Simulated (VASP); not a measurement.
# Y (Fm-3m) in VASP: relaxation of cell and atoms with PBEsol

Aim: the relaxation of cell and atoms of Y with PBEsol.

All numbers are computed with VASP 6.6.1; they aren't measurements. Logs are shortened: lines on timing, memory, paths and dates and some standing lists are left out, and cuts for length are marked.

### 1 The cell of the first run

The structure is cubic, space group Fm-3m (No. 225). The conventional cell has a = 5.006 Å, b = 5.006 Å, c = 5.006 Å, α = 90.00°, β = 90.00°, γ = 90.00°. Within 4.7 Å of Y (site symmetry m-3m) lie 12 Y at 3.54 Å.

This isn't the form of Y at room conditions, which is hcp.

### 2 Relaxation of cell and atoms, PBEsol

INCAR reads:

```
ALGO = Normal ; EDIFF = 1E-7
EDIFFG = -0.005 ; ENCUT = 600
GGA = PS ; IBRION = 2
ISIF = 3 ; ISMEAR = -1
LASPH = T ; LCHARG = F
LREAL = F ; LWAVE = F
NELM = 100 ; NSW = 60
PREC = Accurate ; SIGMA = 0.05
```

KPOINTS reads:

```
k-points
0
Gamma
  14 14 14
```

POSCAR reads:

```
Y
1.0
    0.0000000000      2.5031427144      2.5031427144
    2.5031427144      0.0000000000      2.5031427144
    2.5031427144      2.5031427144      0.0000000000
Y
1
Direct
    0.0000000000      0.0000000000      0.0000000000
```

Potentials or basis: VASP PAW PBE potentials, release 64 (Y_sv).

Run with:

```sh
$ cat potpaw_PBE.64/Y_sv/POTCAR > POTCAR
$ mpirun -np 1 vasp_std > vasp.out
```

OUTCAR:

```text
EDIFF = 1E-7
   EDIFFG = -0.005
   ENCUT = 600
   GGA = PS
   IBRION = 2
   ISIF = 3
   ISMEAR = -1
   LASPH = T
   LREAL = F
   NELM = 100
   NSW = 60
   PREC = Accurate

 ion  position               nearest neighbor table
   1  0.000  0.000  0.000-

  LATTYP: Found a face centered cubic cell.
 ALAT       =     5.0062854288

  Lattice vectors:

 A1 = (   0.0000000000,   2.5031427144,   2.5031427144)
 A2 = (   2.5031427144,   0.0000000000,   2.5031427144)
 A3 = (   2.5031427144,   2.5031427144,   0.0000000000)

Analysis of symmetry for initial positions (statically):
=====================================================================
 Subroutine PRICEL returns:
 Original cell was already a primitive cell.

 Routine SETGRP: Setting up the symmetry group for a
 face centered cubic supercell.

 Subroutine GETGRP returns: Found 48 space group operations
 (whereof 48 operations were pure point group operations)
 out of a pool of 48 trial point group operations.

The static configuration has the point symmetry O_h .

Analysis of symmetry for dynamics (positions and initial velocities):
=====================================================================
 Subroutine PRICEL returns:
 Original cell was already a primitive cell.

 Routine SETGRP: Setting up the symmetry group for a
 face centered cubic supercell.

 Subroutine GETGRP returns: Found 48 space group operations
 (whereof 48 operations were pure point group operations)
 out of a pool of 48 trial point group operations.

The dynamic configuration has the point symmetry O_h .

 Subroutine INISYM returns: Found 48 space group operations
 (whereof 48 operations are pure point group operations),
 and found     1 'primitive' translations

----------------------------------------------------------------------------------------

                                     Primitive cell

  volume of cell :      31.3680

  direct lattice vectors                    reciprocal lattice vectors
     0.000000000  2.503142714  2.503142714    -0.199748899  0.199748899  0.199748899
     2.503142714  0.000000000  2.503142714     0.199748899 -0.199748899  0.199748899
     2.503142714  2.503142714  0.000000000     0.199748899  0.199748899 -0.199748899

  length of vectors
     3.539978375  3.539978375  3.539978375     0.345975241  0.345975241  0.345975241

  position of ions in fractional coordinates (direct lattice)
     0.000000000  0.000000000  0.000000000

  ion indices of the primitive-cell ions
   primitive index   ion index
                 1           1

----------------------------------------------------------------------------------------

 KPOINTS: k-points

Automatic generation of k-mesh.
 Grid dimensions read from file:
 generate k-points for:   14   14   14

 Generating k-lattice:

  Cartesian coordinates                     Fractional coordinates (reciprocal lattice)
    -0.014267778  0.014267778  0.014267778     0.071428571  0.000000000  0.000000000
     0.014267778 -0.014267778  0.014267778     0.000000000  0.071428571  0.000000000
     0.014267778  0.014267778 -0.014267778     0.000000000  0.000000000  0.071428571

  Length of vectors
     0.024712517  0.024712517  0.024712517

  Shift w.r.t. Gamma in fractional coordinates (k-lattice)
     0.000000000  0.000000000  0.000000000

 Subroutine IBZKPT returns following result:
 ===========================================

 Found    104 irreducible k-points:

 Following reciprocal coordinates:
            Coordinates               Weight
  0.000000  0.000000  0.000000      1.000000
  0.071429  0.000000  0.000000      8.000000
  0.142857  0.000000  0.000000      8.000000
  0.214286  0.000000  0.000000      8.000000
  0.285714  0.000000  0.000000      8.000000
  0.357143  0.000000  0.000000      8.000000
[... 16 lines left out ...]
  0.214286  0.142857  0.000000     24.000000
  0.285714  0.142857  0.000000     24.000000
 [... further k-points ...]
   k-points           NKPTS =    104   k-points in BZ     NKDIM =    104   number of bands    NBANDS=      9
   number of dos      NEDOS =    301   number of ions     NIONS =      1
   total plane-waves  NPLWV =  21952
   dimension x,y,z NGX =    28 NGY =   28 NGZ =   28
   dimension x,y,z NGXF=    56 NGYF=   56 NGZF=   56
   ions per type =               1
   NGX,Y,Z   is equivalent  to a cutoff of  13.15, 13.15, 13.15 a.u.
   NGXF,Y,Z  is equivalent  to a cutoff of  26.30, 26.30, 26.30 a.u.
 SYSTEM =  unknown system
   PREC   = accura    normal or accurate (medium, high low for compatibility)
   ISTART =      0    job   : 0-new  1-cont  2-samecut
   ICHARG =      2    charge: 1-file 2-atom 10-const
   ISPIN  =      1    spin polarized calculation?
   LNONCOLLINEAR =      F non collinear calculations
   LSORBIT =      F    spin-orbit coupling
   LASPH  =      T    aspherical Exc in radial PAW
   ENCUT  =  600.0 eV  44.10 Ry    6.64 a.u.   7.07  7.07  7.07*2*pi/ulx,y,z
   NELM   =    100;   NELMIN=  2; NELMDL= -5     # of ELM steps
   EDIFF  = 0.1E-06   stopping-criterion for ELM
   LREAL  =      F    real-space projection
   EDIFFG = -.5E-02   stopping-criterion for IOM
   NSW    =     60    number of steps for IOM
   IBRION =      2    ionic relax: 0-MD 1-quasi-New 2-CG
   NFREE  =      1    steps in history (QN), initial steepest desc. (CG)
   ISIF   =      3    stress and relaxation
   ISYM   =      2    0-nonsym 1-usesym 2-fastsym
   POTIM  = 0.5000    time-step for ionic-motion
   TEBEG  =    0.0;   TEEND  =   0.0 temperature during run
   PSTRESS=    0.0 pullay stress
   NELECT =      11.0000    total number of electrons
   NUPDOWN=      -1.0000    fix difference up-down
   EMIN   =  10.00;   EMAX   =-10.00  energy-range for DOS
   EFERMI =   0.00;   METHOD = LEGACY
   ISMEAR =    -1;   SIGMA  =   0.05  broadening in eV -4-tet -1-fermi 0-gaus
   EFERMI_NEDOS =   21; number of points for ismear=-14 and -15
   IALGO  =     38    algorithm
   IMIX   =      4    mixing-type and parameters
     AMIX     =   0.40;   BMIX     =  1.00
     AMIX_MAG =   1.60;   BMIX_MAG =  1.00
  volume/ion in A,a.u.               =      31.37       211.68
  Fermi-wavevector in a.u.,A,eV,Ry     =   1.154454  2.181602 18.133368  1.332765
  Thomas-Fermi vector in A             =   2.291091
   LORBIT       =      0    0 simple, 1 ext, 2 COOP (PROOUT), +10 PAW based schemes
   GGA     = PS    functional components
   LHFCALC =     F    Hartree Fock is set to
   AEXX    =    0.0000 exact exchange contribution
   IVDW    =     0    specifies the selected vdW correction
   LEPSILON=     F    determine dielectric tensor
   LRPA    =     F    only Hartree local field effects (RPA)
 conjugate gradient relaxation of ions
 non-spin polarized calculation
  energy-cutoff  :      600.00
  volume of cell :       31.37
 maximum number of plane-waves:      1059
   NGX = 15   NGY = 15   NGZ = 15

--------------------------------------- Ionic step        1  -------------------------------------------

 number of electron      10.9999999 magnetization

 Free energy of the ion-electron system (eV)
  ---------------------------------------------------
  ext. energy  EPLUGINS =         0.00000000
  ---------------------------------------------------
  free energy    TOTEN  =        -6.80622970 eV

  energy without entropy =       -6.79327173  energy(sigma->0) =       -6.79975072

------------------------ aborting loop because EDIFF is reached ----------------------------------------

  FORCE on cell =-STRESS in cart. coord.  units (eV):
  Direction    XX          YY          ZZ          XY          YZ          ZX
  --------------------------------------------------------------------------------------
  -------------------------------------------------------------------------------------
  Total       -0.1593646     -0.1593646     -0.1593646      0.0000000      0.0000000      0.0000000
  in kB       -8.1398335     -8.1398335     -8.1398335      0.0000000      0.0000000      0.0000000
  external PRESSURE =      -8.1398335 kB  Pullay stress =       0.0000000 kB
[... 55 lines left out ...]
  energy  without entropy=       -6.7952447808  energy(sigma->0) =       -6.80154401

--------------------------------------- Ionic step        3  -------------------------------------------

 number of electron      10.9999999 magnetization

 Free energy of the ion-electron system (eV)
  ---------------------------------------------------
  ext. energy  EPLUGINS =         0.00000000
  ---------------------------------------------------
  free energy    TOTEN  =        -6.80787370 eV

  energy without entropy =       -6.79523206  energy(sigma->0) =       -6.80155288

 E-fermi :   3.2702     XC(G=0):  -9.7939

 val. band max:        3.2670834061   @ k =  -0.3571   0.4286   0.2143
 cond. band min:       3.2726064432   @ k =  -0.2857   0.2857   0.0714
 fundamental gap:      0.0055230371
 Fermi energy:         3.2702361493

 k-point     1 :       0.0000    0.0000    0.0000
  band No.  band energies     occupation
      1     -39.1906      2.00000
      2     -18.8594      2.00000
      3     -18.8594      2.00000
      4     -18.8594      2.00000
      5      -1.5952      2.00000
      6       5.0981      0.00000
      7       5.0981      0.00000
      8       5.0981      0.00000
      9       7.2552      0.00000
[... 265 lines left out ...]
 k-point    24 :       0.2857    0.1429    0.0000
  band No.  band energies     occupation
      1     -39.1406      2.00000
      2     -19.2116      2.00000
      3     -18.9524      2.00000
      4     -18.9456      2.00000
      5       0.1381      2.00000
      6       3.6877      0.00047
      7       5.0971      0.00000
      8       5.7811      0.00000
      9       6.6217      0.00000

 [... further k-points ...]

------------------------ aborting loop because EDIFF is reached ----------------------------------------

  FORCE on cell =-STRESS in cart. coord.  units (eV):
  Direction    XX          YY          ZZ          XY          YZ          ZX
  --------------------------------------------------------------------------------------
  -------------------------------------------------------------------------------------
  Total        0.0003494      0.0003494      0.0003494     -0.0000000     -0.0000000      0.0000000
  in kB        0.0182141      0.0182141      0.0182141     -0.0000000     -0.0000000      0.0000000
  external PRESSURE =       0.0182141 kB  Pullay stress =       0.0000000 kB
[... 16 lines left out ...]
  FREE ENERGIE OF THE ION-ELECTRON SYSTEM (eV)
  ---------------------------------------------------
  free  energy   TOTEN  =        -6.8078736967 eV

  energy  without entropy=       -6.7952320562  energy(sigma->0) =       -6.80155288

 reached required accuracy - stopping structural energy minimisation
```

It took 72 s on 1 thread of AMD EPYC 7R13 (Zen 3), shared host; peak memory 0.18 GiB.

What came out:

```yaml
Free_energy: -6.8079 eV
Relaxed_volume: 30.74 Å³/atom
Relaxed_cell: a = 3.516 Å, b = 3.516 Å, c = 3.516 Å, α = 60.00°, β = 60.00°, γ = 60.00°
Space_group_after_relaxing_to_0.1_Å: Fm-3m (No. 225)
Energy_gained_by_relaxing: 1.6 meV/atom
Ionic_steps: 3
Pressure_after_relaxing: 0.0 GPa
Band_gap_on_the_k_mesh: zero (an odd number of electrons rules out a gap without spin polarisation)
```

The path:
```csv
step,energy change (eV),largest force (eV/Å),pressure (GPa),volume (Å³)
1,0.0000,0.0000,-0.81,31.37
2,-0.0016,0.0000,0.12,30.65
3,-0.0016,0.0000,0.00,30.74
```

Final structure:
```
CELL_PARAMETERS angstrom
0.00000 2.48619 2.48619
2.48619 0.00000 2.48619
2.48619 2.48619 0.00000
ATOMIC_POSITIONS crystal
Y 0.00000 0.00000 0.00000
```

Caveat: the PAW data sets were made with another functional, which shifts forces and pressure a little.
